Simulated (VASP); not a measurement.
# GaN (Fm-3m) in VASP: a series of runs

Aim: see how the results for GaN move with the level of theory and the settings. Levels: PBEsol+D3(BJ), PBEsol. Tasks: single point.

All numbers are computed with VASP 6.6.1; they aren't measurements. Logs are shortened: lines on timing, memory, paths and dates and some standing lists are left out, and cuts for length are marked.

## 1. The cell of the first run

The structure is cubic, space group Fm-3m (No. 225). The conventional cell has a = 4.191 Å, b = 4.191 Å, c = 4.191 Å, α = 90.00°, β = 90.00°, γ = 90.00°. Ga (site symmetry m-3m) has 6 N at 2.10 Å within 2.8 Å. Within 2.8 Å of N (site symmetry m-3m) lie 6 Ga at 2.10 Å.

## 2. Single point, PBEsol+D3(BJ)

INCAR reads:

```
SYSTEM = GaN
PREC = Accurate
ENCUT = 520
EDIFF = 1E-6
ISMEAR = 0
SIGMA = 0.01
LREAL = .False.
LASPH = .True.
NELM = 100
ALGO = Normal
ISIF = 2
LWAVE = .False.
LCHARG = .True.
GGA = PS
IVDW = 12
LELF = .True.
LVHAR = .True.
NBANDS = 16
```

KPOINTS reads:

```
regular mesh
0
Gamma
  8 8 8
  0 0 0
```

POSCAR reads:

```
GaN
1.0
    0.0000000000      2.0956617418      2.0956617418
    2.0956617418      0.0000000000      2.0956617418
    2.0956617418      2.0956617418      0.0000000000
Ga N
1 1
Direct
    0.0000000000      0.0000000000      0.0000000000
    0.5000000000      0.5000000000      0.5000000000
```

Potentials or basis: VASP PAW PBE potentials, release 64 (Ga_d, N).

Launch:

```bash
$ cat potpaw_PBE.64/Ga_d/POTCAR potpaw_PBE.64/N/POTCAR > POTCAR
$ mpirun -np 1 vasp_std > vasp.out
```

OUTCAR:

```text
SYSTEM = GaN
   PREC = Accurate
   ENCUT = 520
   EDIFF = 1E-6
   ISMEAR = 0
   LREAL = .False.
   LASPH = .True.
   NELM = 100
   ISIF = 2
   GGA = PS
   IVDW = 12
 IVDW          = 12

 ion  position               nearest neighbor table
   1  0.000  0.000  0.000-   2 2.10   2 2.10   2 2.10   2 2.10   2 2.10   2 2.10
   2  0.500  0.500  0.500-   1 2.10   1 2.10   1 2.10   1 2.10   1 2.10   1 2.10

  LATTYP: Found a face centered cubic cell.
 ALAT       =     4.1913234836

  Lattice vectors:

 A1 = (   0.0000000000,   2.0956617418,   2.0956617418)
 A2 = (   2.0956617418,   0.0000000000,   2.0956617418)
 A3 = (   2.0956617418,   2.0956617418,   0.0000000000)

Analysis of symmetry for initial positions (statically):
=====================================================================
 Subroutine PRICEL returns:
 Original cell was already a primitive cell.

 Routine SETGRP: Setting up the symmetry group for a
 face centered cubic supercell.

 Subroutine GETGRP returns: Found 48 space group operations
 (whereof 48 operations were pure point group operations)
 out of a pool of 48 trial point group operations.

The static configuration has the point symmetry O_h .

Analysis of symmetry for dynamics (positions and initial velocities):
=====================================================================
 Subroutine PRICEL returns:
 Original cell was already a primitive cell.

 Routine SETGRP: Setting up the symmetry group for a
 face centered cubic supercell.

 Subroutine GETGRP returns: Found 48 space group operations
 (whereof 48 operations were pure point group operations)
 out of a pool of 48 trial point group operations.

The dynamic configuration has the point symmetry O_h .

 Subroutine INISYM returns: Found 48 space group operations
 (whereof 48 operations are pure point group operations),
 and found     1 'primitive' translations

----------------------------------------------------------------------------------------

                                     Primitive cell

  volume of cell :      18.4074

  direct lattice vectors                    reciprocal lattice vectors
     0.000000000  2.095661742  2.095661742    -0.238588122  0.238588122  0.238588122
     2.095661742  0.000000000  2.095661742     0.238588122 -0.238588122  0.238588122
     2.095661742  2.095661742  0.000000000     0.238588122  0.238588122 -0.238588122

  length of vectors
     2.963713257  2.963713257  2.963713257     0.413246750  0.413246750  0.413246750

  position of ions in fractional coordinates (direct lattice)
     0.000000000  0.000000000  0.000000000
     0.500000000  0.500000000  0.500000000

  ion indices of the primitive-cell ions
   primitive index   ion index
                 1           1
                 2           2

----------------------------------------------------------------------------------------

 KPOINTS: regular mesh

Automatic generation of k-mesh.
 Grid dimensions read from file:
 generate k-points for:    8    8    8

 Generating k-lattice:

  Cartesian coordinates                     Fractional coordinates (reciprocal lattice)
    -0.029823515  0.029823515  0.029823515     0.125000000  0.000000000  0.000000000
     0.029823515 -0.029823515  0.029823515     0.000000000  0.125000000  0.000000000
     0.029823515  0.029823515 -0.029823515     0.000000000  0.000000000  0.125000000

  Length of vectors
     0.051655844  0.051655844  0.051655844

  Shift w.r.t. Gamma in fractional coordinates (k-lattice)
     0.000000000  0.000000000  0.000000000

 Subroutine IBZKPT returns following result:
 ===========================================

 Found     29 irreducible k-points:

 Following reciprocal coordinates:
            Coordinates               Weight
  0.000000  0.000000  0.000000      1.000000
  0.125000  0.000000  0.000000      8.000000
  0.250000  0.000000  0.000000      8.000000
  0.375000  0.000000  0.000000      8.000000
  0.500000  0.000000  0.000000      4.000000
  0.125000  0.125000  0.000000      6.000000
[... 16 lines left out ...]
  0.500000  0.250000  0.125000     48.000000
 -0.375000  0.250000  0.125000     24.000000
 [... further k-points ...]
   k-points           NKPTS =     29   k-points in BZ     NKDIM =     29   number of bands    NBANDS=     16
   number of dos      NEDOS =    301   number of ions     NIONS =      2
   total plane-waves  NPLWV =  13824
   dimension x,y,z NGX =    24 NGY =   24 NGZ =   24
   dimension x,y,z NGXF=    48 NGYF=   48 NGZF=   48
   ions per type =               1   1
   NGX,Y,Z   is equivalent  to a cutoff of  13.46, 13.46, 13.46 a.u.
   NGXF,Y,Z  is equivalent  to a cutoff of  26.93, 26.93, 26.93 a.u.
 SYSTEM =  GaN
   PREC   = accura    normal or accurate (medium, high low for compatibility)
   ISTART =      0    job   : 0-new  1-cont  2-samecut
   ICHARG =      2    charge: 1-file 2-atom 10-const
   ISPIN  =      1    spin polarized calculation?
   LNONCOLLINEAR =      F non collinear calculations
   LSORBIT =      F    spin-orbit coupling
   LASPH  =      T    aspherical Exc in radial PAW
   ENCUT  =  520.0 eV  38.22 Ry    6.18 a.u.   5.51  5.51  5.51*2*pi/ulx,y,z
   NELM   =    100;   NELMIN=  2; NELMDL= -5     # of ELM steps
   EDIFF  = 0.1E-05   stopping-criterion for ELM
   LREAL  =      F    real-space projection
   EDIFFG = 0.1E-04   stopping-criterion for IOM
   NSW    =      0    number of steps for IOM
   IBRION =     -1    ionic relax: 0-MD 1-quasi-New 2-CG
   NFREE  =      0    steps in history (QN), initial steepest desc. (CG)
   ISIF   =      2    stress and relaxation
   ISYM   =      2    0-nonsym 1-usesym 2-fastsym
   POTIM  = 0.5000    time-step for ionic-motion
   TEBEG  =    0.0;   TEEND  =   0.0 temperature during run
   PSTRESS=    0.0 pullay stress
   NELECT =      18.0000    total number of electrons
   NUPDOWN=      -1.0000    fix difference up-down
   EMIN   =  10.00;   EMAX   =-10.00  energy-range for DOS
   EFERMI =   0.00;   METHOD = LEGACY
   ISMEAR =     0;   SIGMA  =   0.01  broadening in eV -4-tet -1-fermi 0-gaus
   EFERMI_NEDOS =   21; number of points for ismear=-14 and -15
   IALGO  =     38    algorithm
   IMIX   =      4    mixing-type and parameters
     AMIX     =   0.40;   BMIX     =  1.00
     AMIX_MAG =   1.60;   BMIX_MAG =  1.00
  volume/ion in A,a.u.               =       9.20        62.11
  Fermi-wavevector in a.u.,A,eV,Ry     =   1.624929  3.070671 35.924760  2.640395
  Thomas-Fermi vector in A             =   2.718136
   LORBIT       =      0    0 simple, 1 ext, 2 COOP (PROOUT), +10 PAW based schemes
   GGA     = PS    functional components
   LHFCALC =     F    Hartree Fock is set to
   AEXX    =    0.0000 exact exchange contribution
   IVDW    =    12    specifies the selected vdW correction
   LEPSILON=     F    determine dielectric tensor
   LRPA    =     F    only Hartree local field effects (RPA)
 non-spin polarized calculation
 Gauss-broadening in eV      SIGMA  =   0.01
  energy-cutoff  :      520.00
  volume of cell :       18.41
 maximum number of plane-waves:       531
 NGX is ok and might be reduce to    24
   NGX = 11   NGY = 11   NGZ = 11

 number of electron      18.0000002 magnetization

 Free energy of the ion-electron system (eV)
  ---------------------------------------------------
  ext. energy  EPLUGINS =         0.00000000
  ---------------------------------------------------
  free energy    TOTEN  =       -12.25110476 eV

  energy without entropy =      -12.25110476  energy(sigma->0) =      -12.25110476

 E-fermi :   8.1407     XC(G=0): -13.4241

 val. band max:        8.0761617737   @ k =  -0.2500   0.1250   0.0000
 cond. band min:       8.7635897201   @ k =   0.5000   0.5000   0.0000
 fundamental gap:      0.6874279464
 Fermi energy:         8.1406611848

 k-point     1 :       0.0000    0.0000    0.0000
  band No.  band energies     occupation
      1      -9.4822      2.00000
      2      -5.8361      2.00000
      3      -5.8361      2.00000
      4      -5.8361      2.00000
      5      -5.7328      2.00000
      6      -5.7328      2.00000
[... 8 lines left out ...]
     15      24.1688      0.00000
     16      24.1688      0.00000

 k-point     2 :       0.1250    0.0000    0.0000
  band No.  band energies     occupation
      1      -9.1687      2.00000
      2      -5.8502      2.00000
      3      -5.8250      2.00000
      4      -5.8250      2.00000
      5      -5.7496      2.00000
      6      -5.7496      2.00000
[... 8 lines left out ...]
     15      24.3495      0.00000
     16      24.3495      0.00000

 k-point     3 :       0.2500    0.0000    0.0000
  band No.  band energies     occupation
      1      -8.2795      2.00000
      2      -5.8883      2.00000
      3      -5.8883      2.00000
      4      -5.8855      2.00000
      5      -5.6986      2.00000
      6      -5.6986      2.00000
[... 8 lines left out ...]
     15      26.0582      0.00000
     16      26.0582      0.00000

 k-point     4 :       0.3750    0.0000    0.0000
  band No.  band energies     occupation
      1      -7.0437      2.00000
      2      -5.9758      2.00000
      3      -5.9758      2.00000
      4      -5.9366      2.00000
      5      -5.6208      2.00000
      6      -5.6208      2.00000
[... 8 lines left out ...]
     15      28.8234      0.00000
     16      28.8234      0.00000
[... 324 lines left out ...]
 k-point    22 :       0.3750    0.2500    0.1250
  band No.  band energies     occupation
      1      -7.8033      2.00000
      2      -5.9131      2.00000
      3      -5.8651      2.00000
      4      -5.7920      2.00000
      5      -5.6997      2.00000
      6      -5.4635      2.00000
[... 8 lines left out ...]
     15      29.5193      0.00000
     16      29.9059      0.00000

 k-point    23 :       0.5000    0.2500    0.1250
  band No.  band energies     occupation
      1      -7.2384      2.00000
      2      -5.9421      2.00000
      3      -5.8727      2.00000
      4      -5.7998      2.00000
      5      -5.6181      2.00000
      6      -4.8670      2.00000
[... 8 lines left out ...]
     15      29.5063      0.00000
     16      31.0287      0.00000

 k-point    24 :      -0.3750    0.2500    0.1250
  band No.  band energies     occupation
      1      -7.0588      2.00000
      2      -5.9733      2.00000
      3      -5.8762      2.00000
      4      -5.7894      2.00000
      5      -5.5836      2.00000
      6      -4.3185      2.00000
[... 8 lines left out ...]
     15      27.2195      0.00000
     16      31.9116      0.00000

 [... further k-points ...]

------------------------ aborting loop because EDIFF is reached ----------------------------------------

 Edisp (eV)   -0.55094

 E8    (eV) :    -0.3494

  FORCE on cell =-STRESS in cart. coord.  units (eV):
  Direction    XX          YY          ZZ          XY          YZ          ZX
  --------------------------------------------------------------------------------------
  -------------------------------------------------------------------------------------
  Total       0.05609     0.05609     0.05609    -0.00000     0.00000     0.00000
  in kB       4.88207     4.88207     4.88207    -0.00000     0.00000     0.00000
  external pressure =        4.88 kB  Pullay stress =        0.00 kB

 VOLUME and BASIS-vectors are now :
 -----------------------------------------------------------------------------
  energy-cutoff  :      520.00
  volume of cell :       18.41
      direct lattice vectors                 reciprocal lattice vectors
     0.000000000  2.095661742  2.095661742    -0.238588122  0.238588122  0.238588122
     2.095661742  0.000000000  2.095661742     0.238588122 -0.238588122  0.238588122
     2.095661742  2.095661742  0.000000000     0.238588122  0.238588122 -0.238588122

 POSITION                                       TOTAL-FORCE (eV/Angst)
 -----------------------------------------------------------------------------------
      0.00000      0.00000      0.00000         0.000000      0.000000      0.000000
      2.09566      2.09566      2.09566         0.000000      0.000000      0.000000
 -----------------------------------------------------------------------------------
    total drift:                                0.000000     -0.000000     -0.000000

  FREE ENERGIE OF THE ION-ELECTRON SYSTEM (eV)
  ---------------------------------------------------
  free  energy   TOTEN  =       -12.8020480444 eV

  energy  without entropy=      -12.8020480444  energy(sigma->0) =      -12.80204804
```

Wall time 15 s (1 thread of Intel Xeon Platinum 8488C (Sapphire Rapids), shared host); peak memory 0.15 GiB.

What came out:

```yaml
Free_energy: -12.8020 eV
Pressure: 0.5 GPa
Band_gap_on_the_k_mesh: 0.69 eV, indirect (least direct gap 3.08 eV)
Dispersion_energy_per_atom: -0.275 eV
```

Levels at points of the mesh, in eV from the valence-band top:
```
           k point  band 5  band 6  band 7  band 8  band 9  band 10  band 11  band 12  band 13  band 14
(0.00, 0.00, 0.00)  -13.81  -13.81   -0.53   -0.53   -0.53     2.54    14.77    14.77    14.77    15.99
(0.50, 0.00, 0.00)  -13.66  -13.66   -8.43   -0.15   -0.15     4.72     9.14     9.14     9.73    16.46
(0.50, 0.50, 0.00)  -13.60  -10.83   -7.39   -3.16   -3.16     0.69     7.72    12.12    14.76    14.76
```

Caveat: the PAW data sets were made with another functional, which shifts forces and pressure a little. A k mesh can miss the band edges.

## 3. Single point, PBEsol

This run uses another cell than the first one, of 9.39 Å³/atom, 1.020 times its volume.

INCAR reads:

```
ALGO = Normal
EDIFF = 1E-6
ENCUT = 520
GGA = PS
ISIF = 2
ISMEAR = 0
LASPH = True
LCHARG = False
LREAL = False
LWAVE = False
NBANDS = 16
NELM = 60
PREC = Accurate
SIGMA = 0.01
```

KPOINTS reads:

```
k-points
0
Gamma
  8 8 8
```

POSCAR reads:

```
GaN
1.0
    0.0000000000      2.1096363282      2.1096363282
    2.1096363282      0.0000000000      2.1096363282
    2.1096363282      2.1096363282      0.0000000000
Ga N
1 1
Direct
    0.0000000000      0.0000000000      0.0000000000
    0.5000000000      0.5000000000      0.5000000000
```

Potentials or basis: VASP PAW PBE potentials, release 64 (Ga_d, N).

Launch:

```bash
$ cat potpaw_PBE.64/Ga_d/POTCAR potpaw_PBE.64/N/POTCAR > POTCAR
$ mpirun -np 1 vasp_std > vasp.out
```

Run time: 15 s. Hardware: 1 thread of Intel Xeon Platinum 8488C (Sapphire Rapids), shared host; peak memory 0.14 GiB.

It converged, with:

| Quantity | Value |
| --- | --- |
| Free energy | -12.2581 eV |
| Pressure | 0.4 GPa |
| Band gap on the k mesh | 0.56 eV, indirect (least direct gap 2.82 eV) |

Levels at points of the mesh, in eV from the valence-band top:
```csv
k point,band 7,band 8,band 9,band 10,band 11,band 12
"(0.00, 0.00, 0.00)",-0.51,-0.51,-0.51,2.31,14.65,14.65
"(0.50, 0.00, 0.00)",-8.33,-0.15,-0.15,4.64,9.02,9.02
"(0.50, 0.50, 0.00)",-7.23,-3.08,-3.08,0.56,7.70,11.92
```

Caveat: the PAW data sets were made with another functional, which shifts forces and pressure a little.
